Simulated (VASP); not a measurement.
Wanted: the native input for a VASP 6.6.1 run.

```yaml
Task: single point
Functional: PBEsol
Potentials_or_basis: VASP PAW PBE potentials, release 64 (Cd, S)
Cutoff: 500 eV
k_mesh: 6 × 4 × 6
Occupations: gaussian, width 0.01 eV
Spin: no spin polarisation
Dipole_correction: no
Further_INCAR_settings: ALGO = Normal; EDIFF = 1e-06; NBANDS = 26
```

The structure of CdS lies in POSCAR:

```
CdS
1.0
    3.9997431777      0.0000000000      0.0000000000
    0.0000000000      5.6547091982      0.0000000000
    0.0000000000      0.0000000000      3.9993943426
Cd S
2 2
Direct
    0.5000000000      0.5000000000      0.2430300000
    0.0000000000      0.0000000000      0.7569700000
    0.5000000000      0.0000000000      0.2551600000
    0.0000000000      0.5000000000      0.7448400000
```

The input as run:

INCAR

```
SYSTEM = CdS
PREC = Accurate
ENCUT = 500
EDIFF = 1E-6
ISMEAR = 0
SIGMA = 0.01
LREAL = .FALSE.
LASPH = .TRUE.
NELM = 120
ALGO = Normal
ISIF = 2
LWAVE = .FALSE.
LCHARG = .FALSE.
GGA = PS
NBANDS = 26
GGA_COMPAT = .FALSE.
```

KPOINTS

```
Automatic mesh
0
G
  6 4 6
  0 0 0
```

Potentials or basis: VASP PAW PBE potentials, release 64 (Cd, S).

Command:

```console
$ cat potpaw_PBE.64/Cd/POTCAR potpaw_PBE.64/S/POTCAR > POTCAR
$ mpirun -np 1 vasp_std > vasp.out
```

Results of the run:

| Property | Result |
| --- | --- |
| Pressure | -8.2 GPa |
| Largest force | 0.038 eV/Å |
| Band gap on the k mesh | 0.12 eV |

Caveat: the cell stands under tension; the PAW data sets were made with another functional, which shifts forces and pressure a little.

Run time: 50 s on 1 thread of Intel(R) Xeon(R) Platinum 8488C (Sapphire Rapids), with other jobs on the host, peak memory 0.24 GiB.
